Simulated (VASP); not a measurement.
# CoCl3 (P6_3/mcm) in VASP: single point with PBE

Aim: the single point of CoCl3 with PBE.

Program: VASP 6.6.1. These are calculated values, not measurements. Logs are shortened: lines on timing, memory, paths and dates and some standing lists are left out, and cuts for length are marked.

### 1 The cell of the first run

Symmetry: P6_3/mcm, No. 193, hexagonal system. Conventional cell: a = 6.099 Å, b = 6.099 Å, c = 5.508 Å, α = 90.00°, β = 90.00°, γ = 120.00°. Co (site symmetry -3m) has 6 Cl at 2.34 Å and 2 Co at 2.75 Å within 3.1 Å. Within 3.1 Å of Cl (site symmetry m2m) lie 2 Co at 2.34 Å.

### 2 Single point, PBE

The input, POSCAR:

```
CoCl3
1.0
    6.0991430000      0.0000000000      0.0000000000
   -3.0495710000      5.2820130000      0.0000000000
    0.0000000000      0.0000000000      5.5082660000
Co Cl
2 6
Direct
    0.0000000000      0.0000000000      0.0000000000
    0.0000000000      0.0000000000      0.5000000000
    0.3107000000      0.3107000000      0.2500000000
    0.0000000000      0.3107000000      0.7500000000
    0.6893000000      0.0000000000      0.2500000000
    0.6893000000      0.6893000000      0.7500000000
    0.0000000000      0.6893000000      0.2500000000
    0.3107000000      0.0000000000      0.7500000000
```

The input, INCAR.step1:

```
PREC = Accurate
ENCUT = 520
EDIFF = 1E-7
ISMEAR = 1
SIGMA = 0.0571
LREAL = False
LASPH = True
NELM = 80
ALGO = Normal
ISIF = 2
LWAVE = False
LCHARG = True
LMAXMIX = 4
GGA = PE
NBANDS = 40
```

The input, KPOINTS.step1:

```
Automatic mesh
0
Gamma
  5 5 5
```

The input, INCAR.step2:

```
PREC = Accurate
ENCUT = 520
EDIFF = 1E-7
ISMEAR = -5
SIGMA = 0.0571
LREAL = False
LASPH = True
NELM = 80
ALGO = Normal
ISIF = 2
LWAVE = False
LCHARG = False
LMAXMIX = 4
GGA = PE
LORBIT = 11
NEDOS = 2001
ICHARG = 11
```

The input, KPOINTS.step2:

```
Automatic mesh
0
Gamma
  8 8 8
```

Potentials or basis: VASP PAW PBE potentials, release 64 (Co, Cl).

Command:

```console
> cat potpaw_PBE.64/Co/POTCAR potpaw_PBE.64/Cl/POTCAR > POTCAR
> cp INCAR.step1 INCAR
> cp KPOINTS.step1 KPOINTS
> mpirun -np 1 vasp_std > vasp.out
> cp INCAR.step2 INCAR
> cp KPOINTS.step2 KPOINTS
> mpirun -np 1 vasp_std > vasp.out
```

OUTCAR:

```text
PREC = Accurate
   ENCUT = 520
   EDIFF = 1E-7
   ISMEAR = -5
   LREAL = False
   LASPH = True
   NELM = 80
   ISIF = 2
   GGA = PE
   LORBIT = 11
   ICHARG = 11

 ion  position               nearest neighbor table
   1  0.000  0.000  0.000-   4 2.34   7 2.34   5 2.34   8 2.34   3 2.34   6 2.34   2 2.75   2 2.75

   2  0.000  0.000  0.500-   4 2.34   7 2.34   5 2.34   8 2.34   3 2.34   6 2.34   1 2.75   1 2.75

   3  0.311  0.311  0.250-   1 2.34   2 2.34
   4  0.000  0.311  0.750-   1 2.34   2 2.34
   5  0.689  0.000  0.250-   1 2.34   2 2.34
   6  0.689  0.689  0.750-   1 2.34   2 2.34
   7  0.000  0.689  0.250-   1 2.34   2 2.34
   8  0.311  0.000  0.750-   1 2.34   2 2.34

  LATTYP: Found a hexagonal cell.
 ALAT       =     6.0991430000
 C/A-ratio  =     0.9031213074

  Lattice vectors:

 A1 = (   6.0991430000,   0.0000000000,   0.0000000000)
 A2 = (  -3.0495710000,   5.2820130000,   0.0000000000)
 A3 = (   0.0000000000,   0.0000000000,   5.5082660000)

Analysis of symmetry for initial positions (statically):
=====================================================================
 Subroutine PRICEL returns:
 Original cell was already a primitive cell.

 Routine SETGRP: Setting up the symmetry group for a
 hexagonal supercell.

 Subroutine GETGRP returns: Found 24 space group operations
 (whereof 12 operations were pure point group operations)
 out of a pool of 24 trial point group operations.

The static configuration has the point symmetry D_3d.
 The point group associated with its full space group is D_6h.

Analysis of symmetry for dynamics (positions and initial velocities):
=====================================================================
 Subroutine PRICEL returns:
 Original cell was already a primitive cell.

 Routine SETGRP: Setting up the symmetry group for a
 hexagonal supercell.

 Subroutine GETGRP returns: Found 24 space group operations
 (whereof 12 operations were pure point group operations)
 out of a pool of 24 trial point group operations.

The dynamic configuration has the point symmetry D_3d.
 The point group associated with its full space group is D_6h.

 Subroutine INISYM returns: Found 24 space group operations
 (whereof 12 operations are pure point group operations),
 and found     1 'primitive' translations

[... 124 lines left out ...]
   EFERMI_NEDOS =   21; number of points for ismear=-14 and -15
   IALGO  =     38    algorithm
   IMIX   =      4    mixing-type and parameters
     AMIX     =   0.40;   BMIX     =  1.00
     AMIX_MAG =   1.60;   BMIX_MAG =  1.00
  volume/ion in A,a.u.               =      22.18       149.69
  Fermi-wavevector in a.u.,A,eV,Ry     =   1.140506  2.155244 17.697827  1.300754
  Thomas-Fermi vector in A             =   2.277208
   LORBIT       =     11    0 simple, 1 ext, 2 COOP (PROOUT), +10 PAW based schemes
   GGA     = PE    functional components
   LHFCALC =     F    Hartree Fock is set to
   AEXX    =    0.0000 exact exchange contribution
   IVDW    =     0    specifies the selected vdW correction
   LEPSILON=     F    determine dielectric tensor
   LRPA    =     F    only Hartree local field effects (RPA)
 non-spin polarized calculation
 Fermi weights with tetrahedron method with Bloechl corrections
  energy-cutoff  :      520.00
  volume of cell :      177.45
 maximum number of plane-waves:      4809
 NGX is ok and might be reduce to    48

 number of electron      59.9999980 magnetization

 Free energy of the ion-electron system (eV)
  ---------------------------------------------------
  ext. energy  EPLUGINS =         0.00000000
  ---------------------------------------------------
  free energy    TOTEN  =       -29.12003139 eV

  energy without entropy =      -29.12003139  energy(sigma->0) =      -29.12003139

 E-fermi :   1.8662     XC(G=0):  -8.9266

 val. band max:        1.8608693991   @ k =   0.3750   0.2500   0.0000
 cond. band min:       2.1916887310   @ k =   0.0000   0.0000   0.0000
 fundamental gap:      0.3308193319
 Fermi energy:         1.8661879001

 k-point     1 :       0.0000    0.0000    0.0000
  band No.  band energies     occupation
      1     -13.6672      2.00000
      2     -12.6113      2.00000
      3     -12.5649      2.00000
      4     -12.5649      2.00000
      5     -12.4465      2.00000
      6     -12.4465      2.00000
[... 925 lines left out ...]
     35       8.4890      0.00000
     36       9.0274      0.00000

 [... further k-points ...]

------------------------ aborting loop because EDIFF is reached ----------------------------------------

  FORCE on cell =-STRESS in cart. coord.  units (eV):
  Direction    XX          YY          ZZ          XY          YZ          ZX
  --------------------------------------------------------------------------------------
  -------------------------------------------------------------------------------------
  Total       -6.5155527     -6.5155533     -2.1071907     -0.0000006      0.0000000     -0.0000000
  in kB      -58.8272653    -58.8272702    -19.0252882     -0.0000056      0.0000000     -0.0000000
  external PRESSURE =     -45.5599412 kB  Pullay stress =       0.0000000 kB

 VOLUME and BASIS-vectors are now :
 -----------------------------------------------------------------------------
  energy-cutoff  :      520.00
  volume of cell :      177.45
      direct lattice vectors                 reciprocal lattice vectors
     6.099143000  0.000000000  0.000000000     0.163957461  0.094660865  0.000000000
    -3.049571000  5.282013000  0.000000000     0.000000000  0.189321760  0.000000000
     0.000000000  0.000000000  5.508266000     0.000000000  0.000000000  0.181545336

 POSITION                                       TOTAL-FORCE (eV/Angst)
 -----------------------------------------------------------------------------------
      0.00000      0.00000      0.00000        -0.000000     -0.000000      0.000000
      0.00000      0.00000      2.75413        -0.000000     -0.000000      0.000000
      0.94750      1.64112      1.37707        -0.757654     -1.312295     -0.000000
     -0.94750      1.64112      4.13120         0.757654     -1.312295     -0.000000
      4.20414      0.00000      1.37707         1.515307     -0.000000     -0.000000
      2.10207      3.64089      4.13120         0.757654      1.312295      0.000000
     -2.10207      3.64089      1.37707        -0.757654      1.312295     -0.000000
      1.89500      0.00000      4.13120        -1.515307      0.000000      0.000000
 -----------------------------------------------------------------------------------
    total drift:                                0.000000     -0.000000      0.000000

  FREE ENERGIE OF THE ION-ELECTRON SYSTEM (eV)
  ---------------------------------------------------
  free  energy   TOTEN  =       -29.1200313868 eV

  energy  without entropy=      -29.1200313868  energy(sigma->0) =      -29.12003139

 total charge

# of ion       s       p       d       tot
------------------------------------------
    1        0.328   0.420   7.217   7.965
    2        0.328   0.420   7.217   7.965
    3        1.611   3.433   0.000   5.044
    4        1.611   3.433   0.000   5.044
    5        1.611   3.433   0.000   5.044
    6        1.611   3.433   0.000   5.044
    7        1.611   3.433   0.000   5.044
    8        1.611   3.433   0.000   5.044
--------------------------------------------------
tot         10.323  21.435  14.435  46.193
```

OUTCAR.step1:

```text
PREC = Accurate
   ENCUT = 520
   EDIFF = 1E-7
   ISMEAR = 1
   LREAL = False
[... 883 lines left out ...]
      4.20414      0.00000      1.37707         1.515184      0.000000     -0.000000
      2.10207      3.64089      4.13120         0.757592      1.312188      0.000000
     -2.10207      3.64089      1.37707        -0.757592      1.312188      0.000000
      1.89500      0.00000      4.13120        -1.515184     -0.000000      0.000000
 -----------------------------------------------------------------------------------
    total drift:                               -0.000000     -0.000000      0.000000

  FREE ENERGIE OF THE ION-ELECTRON SYSTEM (eV)
  ---------------------------------------------------
  free  energy   TOTEN  =       -29.1195362805 eV

  energy  without entropy=      -29.1203867431  energy(sigma->0) =      -29.11981977
```

OSZICAR.step1:

```text
N       E                     dE             d eps       ncg     rms          rms(c)
DAV:   1     0.563265202795E+03    0.56327E+03   -0.25618E+04  1200   0.141E+03
DAV:   2     0.426793441847E+02   -0.52059E+03   -0.48757E+03  1368   0.332E+02
DAV:   3    -0.320674723502E+02   -0.74747E+02   -0.73059E+02  1448   0.144E+02
DAV:   4    -0.347615130270E+02   -0.26940E+01   -0.26845E+01  1448   0.320E+01
DAV:   5    -0.348964648915E+02   -0.13495E+00   -0.13491E+00  1848   0.669E+00    0.219E+01
DAV:   6    -0.482152872224E+02   -0.13319E+02   -0.77236E+01  1600   0.106E+02    0.473E+01
DAV:   7    -0.286738663320E+02    0.19541E+02   -0.32716E+01  1448   0.930E+01    0.760E+00
DAV:   8    -0.291599800937E+02   -0.48611E+00   -0.58991E+00  1368   0.105E+01    0.431E+00
DAV:   9    -0.291196012808E+02    0.40379E-01   -0.19021E-01  1792   0.459E+00    0.114E+00
DAV:  10    -0.291209158762E+02   -0.13146E-02   -0.44409E-02  1832   0.270E+00    0.642E-01
DAV:  11    -0.291194455761E+02    0.14703E-02   -0.41151E-03  1728   0.113E+00    0.231E-01
DAV:  12    -0.291195924397E+02   -0.14686E-03   -0.11359E-03  1816   0.278E-01    0.970E-02
DAV:  13    -0.291195328950E+02    0.59545E-04   -0.21194E-04  1608   0.178E-01    0.233E-02
DAV:  14    -0.291195350345E+02   -0.21394E-05   -0.25230E-05  1872   0.320E-02    0.103E-02
DAV:  15    -0.291195360556E+02   -0.10212E-05   -0.34403E-06  1472   0.126E-02    0.324E-03
DAV:  16    -0.291195362136E+02   -0.15799E-06   -0.26645E-07  1112   0.475E-03    0.187E-03
DAV:  17    -0.291195362805E+02   -0.66907E-07   -0.11204E-07   960   0.386E-03
   1 F= -.29119536E+02 E0= -.29119820E+02  d E =0.850463E-03
```

Wall time 4.2 min (1 thread of Intel Xeon Platinum 8124M at 3.00GHz (Skylake/Cascade Lake), shared host); peak memory 0.43 GiB.

Results:

```
Valence electrons inside the program's atomic spheres : Co 7.96; Cl 5.04
```

Spin polarisation is off, so any magnetic state and its effect on volume and gap are missing.
